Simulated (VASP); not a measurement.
# Sn4HO8 in VASP: notebook, part 2 of 2

VASP 6.6.1. The steps go on from the part before.

## 3. Single point, PBE

The input, INCAR:

```
SYSTEM = Sn4HO8
ALGO = Normal
EDIFF = 1E-7
ENCUT = 520
GGA = PE
ISIF = 2
ISMEAR = 0
LASPH = .True.
LCHARG = .False.
LREAL = Auto
LWAVE = .False.
NBANDS = 124
NELM = 80
PREC = Accurate
SIGMA = 0.05
```

The input, KPOINTS:

```
k-points
0
Gamma
  2 2 1
  0 0 0
```

The input, POSCAR:

```
Sn4HO8
1.0
    6.7005440000      0.0000000000      0.0000000000
    0.0000000000      6.3730000000      0.0000000000
    0.0000000000      0.0000000000     18.4039890000
Sn O H
8 16 2
Direct
    0.0000000000      0.0000000000      0.0543359921
    0.5000000000      0.2500000000      0.0543359921
    0.5100347076     -0.0012033579      0.2509015301
    0.0064336567      0.2430440923      0.2417428635
    0.0000000000      0.5000000000      0.0543359921
    0.5000000000      0.7500000000      0.0543359921
    0.5122170677      0.5014340185      0.2489513551
    0.0051509251      0.7550404833      0.2406785833
    0.0138929018      0.0014203672      0.1623598558
    0.1934999606      0.2500000000      0.0543359921
    0.5000000000      0.0000000000      0.1247857190
    0.8065000394      0.2500000000      0.0543359921
    0.5403479180     -0.0451413777      0.3569712523
    0.7003389576      0.2499720697      0.2305509420
    0.9974866220     -0.0022353680      0.3100357754
    0.3146896730      0.2531624039      0.2422979062
    0.0108180769      0.4975909305      0.1657990558
    0.1934999606      0.7500000000      0.0543359921
    0.5000000000      0.5000000000      0.1247857190
    0.8065000394      0.7500000000      0.0543359921
    0.5854590314      0.5113783148      0.3548413336
    0.7018697288      0.7498321042      0.2248037640
    1.0109473201      0.4993500706      0.3141319526
    0.3120304859      0.7460150635      0.2371802113
    0.5831642923      0.6609617135      0.3694909294
    0.9007650722      0.4963685862      0.3497262468
```

Potentials or basis: VASP PAW PBE potentials, release 64 (Sn_d, O, H).

Command:

```bash
cat potpaw_PBE.64/Sn_d/POTCAR potpaw_PBE.64/O/POTCAR potpaw_PBE.64/H/POTCAR > POTCAR
mpirun -np 1 vasp_std > vasp.out
```

OUTCAR:

```text
SYSTEM = Sn4HO8
   EDIFF = 1E-7
   ENCUT = 520
   GGA = PE
   ISIF = 2
   ISMEAR = 0
   LASPH = .True.
   LREAL = Auto
   NELM = 80
   PREC = Accurate

 ion  position               nearest neighbor table
   1  0.000  0.000  0.054-   9 1.99  10 2.05  12 2.05  18 2.05  20 2.05   5 3.19   5 3.19   2 3.71
                             6 3.71   2 3.71   6 3.71
   2  0.500  0.250  0.054-  10 2.05  12 2.05  11 2.05  19 2.05   6 3.19   6 3.19   1 3.71   5 3.71
                             1 3.71   5 3.71
   3  0.510  0.999  0.251-  13 1.98  14 2.08  16 2.09  22 2.10  24 2.10  11 2.32   7 3.17   7 3.20
                             8 3.67   4 3.68   4 3.72   8 3.73
   4  0.006  0.243  0.242-  15 2.01  14 2.06  16 2.07  23 2.11   9 2.12  17 2.14   8 3.11   8 3.26
                             3 3.68   7 3.70   3 3.72
   5  0.000  0.500  0.054-  17 2.05  12 2.05  10 2.05  18 2.05  20 2.05   1 3.19   1 3.19   2 3.71
                             6 3.71   2 3.71   6 3.71
   6  0.500  0.750  0.054-  18 2.05  20 2.05  19 2.05  11 2.05   2 3.19   2 3.19   5 3.71   1 3.71
                             1 3.71   5 3.71
   7  0.512  0.501  0.249-  21 2.01  16 2.07  14 2.07  24 2.07  22 2.08  19 2.29   3 3.17   3 3.20
                             8 3.68   4 3.70
   8  0.005  0.755  0.241-  15 2.01  22 2.05  24 2.06  23 2.12   9 2.13  17 2.14   4 3.11   4 3.26
                             3 3.67   7 3.68   3 3.73
   9  0.014  0.001  0.162-   1 1.99   4 2.12   8 2.13
  10  0.193  0.250  0.054-   2 2.05   1 2.05   5 2.05
  11  0.500  0.000  0.125-   2 2.05   6 2.05   3 2.32
  12  0.807  0.250  0.054-   2 2.05   1 2.05   5 2.05
  13  0.540  0.955  0.357-   3 1.98
  14  0.700  0.250  0.231-   4 2.06   7 2.07   3 2.08
  15  0.997  0.998  0.310-   8 2.01   4 2.01
  16  0.315  0.253  0.242-   7 2.07   4 2.07   3 2.09
  17  0.011  0.498  0.166-   5 2.05   4 2.14   8 2.14
  18  0.193  0.750  0.054-   6 2.05   5 2.05   1 2.05
  19  0.500  0.500  0.125-   2 2.05   6 2.05   7 2.29
  20  0.807  0.750  0.054-   6 2.05   5 2.05   1 2.05
  21  0.585  0.511  0.355-  25 0.99   7 2.01
  22  0.702  0.750  0.225-   8 2.05   7 2.08   3 2.10
  23  0.011  0.499  0.314-  26 0.99   4 2.11   8 2.12
  24  0.312  0.746  0.237-   8 2.06   7 2.07   3 2.10
  25  0.583  0.661  0.369-  21 0.99
  26  0.901  0.496  0.350-  23 0.99

  LATTYP: Found a simple orthorhombic cell.
 ALAT       =     6.3730000000
 B/A-ratio  =     1.0513955751
 C/A-ratio  =     2.8878062137

  Lattice vectors:

 A1 = (   0.0000000000,  -6.3730000000,   0.0000000000)
 A2 = (   6.7005440000,   0.0000000000,   0.0000000000)
 A3 = (   0.0000000000,   0.0000000000,  18.4039890000)

Analysis of symmetry for initial positions (statically):
=====================================================================
 Subroutine PRICEL returns:
 Original cell was already a primitive cell.

 Routine SETGRP: Setting up the symmetry group for a
 simple orthorhombic supercell.

 Subroutine GETGRP returns: Found  1 space group operations
 (whereof  1 operations were pure point group operations)
 out of a pool of  8 trial point group operations.

The static configuration has the point symmetry C_1 .

Analysis of symmetry for dynamics (positions and initial velocities):
=====================================================================
 Subroutine PRICEL returns:
 Original cell was already a primitive cell.

 Routine SETGRP: Setting up the symmetry group for a
 simple orthorhombic supercell.

[... 113 lines left out ...]
   k-points           NKPTS =      4   k-points in BZ     NKDIM =      4   number of bands    NBANDS=    124
   number of dos      NEDOS =    301   number of ions     NIONS =     26
   total plane-waves  NPLWV = 336000
   dimension x,y,z NGX =    50 NGY =   48 NGZ =  140
   dimension x,y,z NGXF=   100 NGYF=   96 NGZF=  280
   ions per type =               8  16   2
   NGX,Y,Z   is equivalent  to a cutoff of  12.41, 12.52, 12.65 a.u.
   NGXF,Y,Z  is equivalent  to a cutoff of  24.81, 25.04, 25.29 a.u.
 SYSTEM =  Sn4HO8
   PREC   = accura    normal or accurate (medium, high low for compatibility)
   ISTART =      0    job   : 0-new  1-cont  2-samecut
   ICHARG =      2    charge: 1-file 2-atom 10-const
   ISPIN  =      1    spin polarized calculation?
   LNONCOLLINEAR =      F non collinear calculations
   LSORBIT =      F    spin-orbit coupling
   LASPH  =      T    aspherical Exc in radial PAW
   ENCUT  =  520.0 eV  38.22 Ry    6.18 a.u.  12.46 11.85 34.22*2*pi/ulx,y,z
   NELM   =     80;   NELMIN=  2; NELMDL= -5     # of ELM steps
   EDIFF  = 0.1E-06   stopping-criterion for ELM
   LREAL  =      T    real-space projection
   EDIFFG = 0.1E-05   stopping-criterion for IOM
   NSW    =      0    number of steps for IOM
   IBRION =     -1    ionic relax: 0-MD 1-quasi-New 2-CG
   NFREE  =      0    steps in history (QN), initial steepest desc. (CG)
   ISIF   =      2    stress and relaxation
   ISYM   =      2    0-nonsym 1-usesym 2-fastsym
   POTIM  = 0.5000    time-step for ionic-motion
   TEBEG  =    0.0;   TEEND  =   0.0 temperature during run
   PSTRESS=    0.0 pullay stress
   NELECT =     210.0000    total number of electrons
   NUPDOWN=      -1.0000    fix difference up-down
   EMIN   =  10.00;   EMAX   =-10.00  energy-range for DOS
   EFERMI =   0.00;   METHOD = LEGACY
   ISMEAR =     0;   SIGMA  =   0.05  broadening in eV -4-tet -1-fermi 0-gaus
   EFERMI_NEDOS =   21; number of points for ismear=-14 and -15
   IALGO  =     38    algorithm
   IMIX   =      4    mixing-type and parameters
     AMIX     =   0.40;   BMIX     =  1.00
     AMIX_MAG =   1.60;   BMIX_MAG =  1.00
  volume/ion in A,a.u.               =      30.23       203.98
  Fermi-wavevector in a.u.,A,eV,Ry     =   1.054450  1.992621 15.127836  1.111865
  Thomas-Fermi vector in A             =   2.189611
   LORBIT       =      0    0 simple, 1 ext, 2 COOP (PROOUT), +10 PAW based schemes
   GGA     = PE    functional components
   LHFCALC =     F    Hartree Fock is set to
   AEXX    =    0.0000 exact exchange contribution
   IVDW    =     0    specifies the selected vdW correction
   LEPSILON=     F    determine dielectric tensor
   LRPA    =     F    only Hartree local field effects (RPA)
 non-spin polarized calculation
 Gauss-broadening in eV      SIGMA  =   0.05
  energy-cutoff  :      520.00
  volume of cell :      785.90
 maximum number of plane-waves:     21232
 NGX is ok and might be reduce to    50
   NGX = 25   NGY = 23   NGZ = 69

 number of electron     210.0000020 magnetization

 Free energy of the ion-electron system (eV)
  ---------------------------------------------------
  ext. energy  EPLUGINS =         0.00000000
  ---------------------------------------------------
  free energy    TOTEN  =      -147.07815091 eV

  energy without entropy =     -147.03108811  energy(sigma->0) =     -147.05461951

 E-fermi :  -1.0659     XC(G=0):  -5.0693

 val. band max:       -1.0779927083   @ k =   0.5000   0.0000   0.0000
 cond. band min:      -1.0626367863   @ k =   0.5000   0.0000   0.0000
 fundamental gap:      0.0153559220
 Fermi energy:        -1.0658686480

 k-point     1 :       0.0000    0.0000    0.0000
  band No.  band energies     occupation
      1     -24.0554      2.00000
      2     -23.9946      2.00000
      3     -23.3528      2.00000
      4     -23.1962      2.00000
      5     -23.1798      2.00000
      6     -23.1314      2.00000
[... 469 lines left out ...]
    116       4.2501      0.00000
    117       4.4329      0.00000
 [bands above 117 left out]

------------------------ aborting loop because EDIFF is reached ----------------------------------------

  FORCE on cell =-STRESS in cart. coord.  units (eV):
  Direction    XX          YY          ZZ          XY          YZ          ZX
  --------------------------------------------------------------------------------------
  -------------------------------------------------------------------------------------
  Total       27.8002415     15.3746109     -1.9411609     -0.1355416      0.3317456     -1.2040397
  in kB       56.6752185     31.3435923     -3.9573656     -0.2763231      0.6763162     -2.4546265
  external PRESSURE =      28.0204817 kB  Pullay stress =       0.0000000 kB

 VOLUME and BASIS-vectors are now :
 -----------------------------------------------------------------------------
  energy-cutoff  :      520.00
  volume of cell :      785.90
      direct lattice vectors                 reciprocal lattice vectors
     6.700544000  0.000000000  0.000000000     0.149241614  0.000000000  0.000000000
     0.000000000  6.373000000  0.000000000     0.000000000  0.156911972  0.000000000
     0.000000000  0.000000000 18.403989000     0.000000000  0.000000000  0.054336046

 POSITION                                       TOTAL-FORCE (eV/Angst)
 -----------------------------------------------------------------------------------
      0.00000      0.00000      1.00000         0.060755      0.010383      2.312470
      3.35027      1.59325      1.00000        -0.019869     -0.017010      0.940228
      3.41751      6.36533      4.61759         0.023181      0.002424     -0.125804
      0.04311      1.54892      4.44903         0.036203      0.036287     -0.053174
      0.00000      3.18650      1.00000         0.083164     -0.017469      2.948953
      3.35027      4.77975      1.00000        -0.006371      0.016957      0.967500
[... 18 lines left out ...]
      3.90752      4.21231      6.80011        -0.272778      0.226559      0.101697
      6.03562      3.16336      6.43636        -0.324644      0.020562     -0.090288
 -----------------------------------------------------------------------------------
    total drift:                               -0.007825      0.013287     -0.045367

  FREE ENERGIE OF THE ION-ELECTRON SYSTEM (eV)
  ---------------------------------------------------
  free  energy   TOTEN  =      -147.0781509063 eV

  energy  without entropy=     -147.0310881092  energy(sigma->0) =     -147.05461951
```

Run time: 25 min. Hardware: 1 thread of Intel Xeon Platinum 8259CL at 2.50GHz (Skylake/Cascade Lake), shared host; peak memory 0.81 GiB.

What came out:

* Free energy: -147.0782 eV
* Largest force: 2.950 eV/Å
* Band gap on the k mesh: zero (band 105 reaches -1.06 eV, above the bottom of band 106 at -1.08 eV)

Forces on the atoms (eV/Å):
```
Sn   0.061  0.010  2.312
Sn  -0.020 -0.017  0.940
Sn   0.023  0.002 -0.126
Sn   0.036  0.036 -0.053
Sn   0.083 -0.017  2.949
Sn  -0.006  0.017  0.968
Sn   0.006 -0.012 -0.051
Sn   0.024 -0.041 -0.054
O    0.025 -0.004  0.053
O   -0.728  0.098 -1.591
O   -0.084  0.101 -0.497
O    0.774  0.065 -1.463
O    0.057 -0.093  0.088
O    0.026 -0.001 -0.008
O    0.004 -0.008  0.115
O    0.024 -0.010  0.006
O    0.026 -0.011  0.057
O   -0.774 -0.103 -1.548
O   -0.065 -0.108 -0.618
O    0.831 -0.073 -1.448
O    0.195 -0.060 -0.005
O    0.022 -0.007 -0.065
O    0.046  0.000  0.018
O    0.010 -0.010  0.010
H   -0.273  0.227  0.102
H   -0.325  0.021 -0.090
```

Levels at points of the mesh, in eV from the Fermi level:
```tsv
k point	band 103	band 104	band 105	band 106	band 107	band 108
(0.00, 0.00, 0.00)	-0.40	-0.02	0.01	0.31	0.48	1.06
(0.50, 0.00, 0.00)	-0.44	-0.09	-0.01	0.00	1.09	1.28
(0.00, 0.50, 0.00)	-0.50	-0.41	-0.17	0.01	0.95	0.96
(0.50, 0.50, 0.00)	-0.17	-0.08	-0.02	-0.01	0.63	0.66
```

Caveat: the k points lie up to 0.49 Å⁻¹ apart; spin-orbit coupling is left out, which moves the levels of the heavy elements.

## 4. Single point, PBE

The input, INCAR:

```
SYSTEM = Sn4HO8
PREC     = Accurate       ! precision mode
ENCUT    = 520            ! plane-wave cutoff, eV
EDIFF    = 1E-6           ! SCF threshold, eV
ISMEAR   = 0              ! smearing method
SIGMA    = 0.05           ! smearing width, eV
LREAL    = Auto         
LASPH    = .True.         ! aspherical terms in the spheres
NELM     = 100            ! most SCF steps
ALGO     = Normal         ! electronic algorithm
ISIF     = 2              ! what is computed and relaxed
LWAVE    = .False.        ! write WAVECAR
LCHARG   = .True.         ! write CHGCAR
GGA      = PE             ! functional
LELF     = .True.         ! ELF
LVHAR    = .True.       
NBANDS   = 124            ! bands
```

The input, KPOINTS:

```
Automatic mesh
0
Gamma
  2 2 1
  0 0 0
```

The input, POSCAR:

```
Sn4HO8
1.0
    6.7005440000      0.0000000000      0.0000000000
    0.0000000000      6.3730000000      0.0000000000
    0.0000000000      0.0000000000     18.4039890000
Sn O H
8 16 2
Direct
    0.0000000000      0.0000000000      0.0543359921
    0.5000000000      0.2500000000      0.0543359921
    0.5064923087     -0.0005844971      0.2525158540
    0.0037679030      0.2420660599      0.2412923633
    0.0000000000      0.5000000000      0.0543359921
    0.5000000000      0.7500000000      0.0543359921
    0.5089501688      0.5014589675      0.2453914746
    0.0053715042      0.7584611643      0.2399508607
    0.0102922987      0.0021329044      0.1621940222
    0.1934999606      0.2500000000      0.0543359921
    0.5000000000      0.0000000000      0.1247857190
    0.8065000394      0.2500000000      0.0543359921
    0.5298217578     -0.0316772321      0.3591878369
    0.6980331746      0.2493489722      0.2308804358
    0.9996391338     -0.0013012710      0.3100393616
    0.3112104032      0.2539993724      0.2415752368
    0.0071349431      0.4985435431      0.1667196715
    0.1934999606      0.7500000000      0.0543359921
    0.5000000000      0.5000000000      0.1247857190
    0.8065000394      0.7500000000      0.0543359921
    0.5265603808      0.5143193159      0.3552237507
    0.7006381870      0.7505044720      0.2282238378
    0.9843505244      0.5011442021      0.3117891453
    0.3105340402      0.7480900675      0.2351147352
    0.6326284851      0.6134142476      0.3674871790
    1.0164491122      0.4971569120      0.3632201693
```

Potentials or basis: VASP PAW PBE potentials, release 64 (Sn_d, O, H).

Command:

```bash
cat potpaw_PBE.64/Sn_d/POTCAR potpaw_PBE.64/O/POTCAR potpaw_PBE.64/H/POTCAR > POTCAR
mpirun -np 1 vasp_std > vasp.out
```

OUTCAR:

```text
SYSTEM = Sn4HO8
   PREC = Accurate
   ENCUT = 520
   EDIFF = 1E-6
   ISMEAR = 0
   LREAL = Auto
   LASPH = .True.
   NELM = 100
   ISIF = 2
   GGA = PE

 ion  position               nearest neighbor table
   1  0.000  0.000  0.054-   9 1.99  10 2.05  12 2.05  18 2.05  20 2.05   5 3.19   5 3.19   2 3.71
                             6 3.71   2 3.71   6 3.71   8 3.75
   2  0.500  0.250  0.054-  10 2.05  12 2.05  11 2.05  19 2.05   6 3.19   6 3.19   1 3.71   5 3.71
                             1 3.71   5 3.71
   3  0.506  0.999  0.253-  13 1.98  14 2.08  16 2.09  24 2.10  22 2.10  11 2.35   7 3.18   7 3.20
                             4 3.68   8 3.69   8 3.70   4 3.71
   4  0.004  0.242  0.241-  15 2.00  14 2.06  16 2.06  23 2.10   9 2.11  17 2.13   8 3.08   8 3.29
                             3 3.68   7 3.71   3 3.71
   5  0.000  0.500  0.054-  10 2.05  12 2.05  18 2.05  20 2.05  17 2.07   1 3.19   1 3.19   2 3.71
                             6 3.71   2 3.71   6 3.71
   6  0.500  0.750  0.054-  18 2.05  20 2.05  19 2.05  11 2.05   2 3.19   2 3.19   5 3.71   1 3.71
                             1 3.71   5 3.71
   7  0.509  0.501  0.245-  21 2.03  16 2.06  14 2.06  22 2.07  24 2.07  19 2.22   3 3.18   3 3.20
                             4 3.71   8 3.71   8 3.75
[... 244 lines left out ...]
      2     -23.8023      2.00000
      3     -23.1694      2.00000
      4     -23.0007      2.00000
      5     -22.9914      2.00000
      6     -22.9582      2.00000
[... 469 lines left out ...]
    116       4.3975      0.00000
    117       4.6134      0.00000
 [bands above 117 left out]

------------------------ aborting loop because EDIFF is reached ----------------------------------------

  FORCE on cell =-STRESS in cart. coord.  units (eV):
  Direction    XX          YY          ZZ          XY          YZ          ZX
  --------------------------------------------------------------------------------------
  -------------------------------------------------------------------------------------
  Total       29.3368215     15.7694692     -0.7202239      0.0481496      0.0577415     -0.3389218
  in kB       59.8077816     32.1485737     -1.4682911      0.0981606      0.1177153     -0.6909460
  external PRESSURE =      30.1626881 kB  Pullay stress =       0.0000000 kB

 VOLUME and BASIS-vectors are now :
 -----------------------------------------------------------------------------
  energy-cutoff  :      520.00
  volume of cell :      785.90
      direct lattice vectors                 reciprocal lattice vectors
     6.700544000  0.000000000  0.000000000     0.149241614  0.000000000  0.000000000
     0.000000000  6.373000000  0.000000000     0.000000000  0.156911972  0.000000000
     0.000000000  0.000000000 18.403989000     0.000000000  0.000000000  0.054336046

 POSITION                                       TOTAL-FORCE (eV/Angst)
 -----------------------------------------------------------------------------------
      0.00000      0.00000      1.00000         0.036937      0.018134      2.057497
      3.35027      1.59325      1.00000        -0.000057      0.014537      0.788485
      3.39377      6.36927      4.64730        -0.003321      0.005038     -0.106674
      0.02525      1.54269      4.44074         0.007513      0.036497     -0.050113
      0.00000      3.18650      1.00000         0.055847     -0.018842      2.874729
      3.35027      4.77975      1.00000        -0.015817     -0.012521      0.807525
[... 18 lines left out ...]
      4.23896      3.90929      6.76323        -0.076506      0.159600      0.134135
      0.11022      3.16838      6.68470         0.222200      0.022062      0.020427
 -----------------------------------------------------------------------------------
    total drift:                               -0.017544     -0.005359     -0.018348

  FREE ENERGIE OF THE ION-ELECTRON SYSTEM (eV)
  ---------------------------------------------------
  free  energy   TOTEN  =      -146.7869782539 eV

  energy  without entropy=     -146.7435542054  energy(sigma->0) =     -146.76526623
```

stdout:

```text
POSCAR found type information on POSCAR SnO H
 POSCAR found :  3 types and      26 ions
 scaLAPACK will be used
 LDA part: xc-table for (Slater+PW92), standard interpolation
 POSCAR, INCAR and KPOINTS ok, starting setup
 FFT: planning ... GRIDC
 FFT: planning ... GRID_SOFT
 FFT: planning ... GRID
 WAVECAR not read
 entering main loop
```

It took 50 min on 1 thread of AMD EPYC 7R43 (Zen 3), shared host; peak memory 0.77 GiB.

What came out:

```
Free energy            : -146.7870 eV
Largest force          : 2.875 eV/Å
Band gap on the k mesh : zero (band 105 reaches -0.85 eV, above the bottom of band 106 at -0.88 eV)
```

Forces in eV/Å, atoms in the order of the input:
```
Sn   0.037  0.018  2.057
Sn   0.000  0.015  0.788
Sn  -0.003  0.005 -0.107
Sn   0.008  0.036 -0.050
Sn   0.056 -0.019  2.875
Sn  -0.016 -0.013  0.808
Sn  -0.011 -0.012 -0.065
Sn  -0.002 -0.047 -0.052
O    0.007 -0.001  0.037
O   -0.746  0.128 -1.491
O   -0.061  0.086 -0.491
O    0.787  0.095 -1.412
O    0.037 -0.056  0.112
O    0.005 -0.001 -0.002
O    0.021 -0.004  0.118
O    0.000 -0.011 -0.006
O    0.008 -0.005  0.047
O   -0.796 -0.122 -1.459
O   -0.049 -0.085 -0.445
O    0.826 -0.090 -1.380
O   -0.194 -0.100 -0.001
O    0.008 -0.006 -0.009
O   -0.064  0.006 -0.007
O   -0.002  0.000 -0.021
H   -0.077  0.160  0.134
H    0.222  0.022  0.020
```

Levels at points of the mesh, in eV from the Fermi level:
| k point | band 103 | band 104 | band 105 | band 106 | band 107 | band 108 |
| --- | --- | --- | --- | --- | --- | --- |
| (0.00, 0.00, 0.00) | -0.54 | -0.01 | 0.02 | 0.31 | 0.48 | 1.06 |
| (0.50, 0.00, 0.00) | -0.51 | -0.13 | -0.01 | 0.01 | 1.10 | 1.30 |
| (0.00, 0.50, 0.00) | -0.57 | -0.54 | -0.23 | -0.01 | 0.95 | 0.97 |
| (0.50, 0.50, 0.00) | -0.22 | -0.11 | -0.04 | -0.01 | 0.64 | 0.67 |

Caveat: the k points lie up to 0.49 Å⁻¹ apart; spin-orbit coupling is left out, which moves the levels of the heavy elements.
